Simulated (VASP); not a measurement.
A run of VASP 6.6.1 is set up as follows.

Contents of POSCAR:

```
AlN
1.0
    0.0000000000      2.1521271168      2.2176741356
    2.1521271168      0.0000000000      2.2176741356
    2.1521271168      2.1521271168      0.0000000000
Al N
1 1
Direct
    0.0000000000      0.0000000000      0.0000000000
    0.7500000000      0.7500000000      0.7500000000
```

File INCAR.step1:

```
SYSTEM = AlN
PREC = Accurate
ENCUT = 520
ISMEAR = 0
SIGMA = 0.05
LREAL = .False.
LASPH = .True.
NELM = 60
NBANDS = 11
GGA = PE
ALGO = Normal
EDIFF = 1E-4
LWAVE = .True.
LCHARG = .False.
```

Contents of INCAR.step2:

```
SYSTEM = AlN
PREC = Accurate
ENCUT = 520
EDIFF = 1E-6
ISMEAR = 0
SIGMA = 0.05
LREAL = .False.
LASPH = .True.
NELM = 60
ALGO = Normal
ISIF = 2
LWAVE = .False.
LCHARG = .False.
METAGGA = R2SCAN
LMIXTAU = .True.
NBANDS = 11
ISTART = 1
```

File KPOINTS:

```
Automatic mesh
0
Gamma
  10 10 10
  0 0 0
```

Potentials or basis: VASP PAW PBE potentials, release 64 (Al, N).

Run with:

```sh
$ cat potpaw_PBE.64/Al/POTCAR potpaw_PBE.64/N/POTCAR > POTCAR
$ cp INCAR.step1 INCAR
$ mpirun -np 1 vasp_std > vasp.out
$ cp INCAR.step2 INCAR
$ mpirun -np 1 vasp_std > vasp.out
```

(1) Predict the band gap on the k mesh.

(2) Estimate the pressure.

## Answers

(1) 3.85 eV, indirect (least direct gap 4.97 eV).

(2) 2.9 GPa.

Caveat: the cell differs from its parent crystal (strain -0.015 along x and y, +0.015 along z); the PAW data sets were made with another functional, which shifts forces and pressure a little.
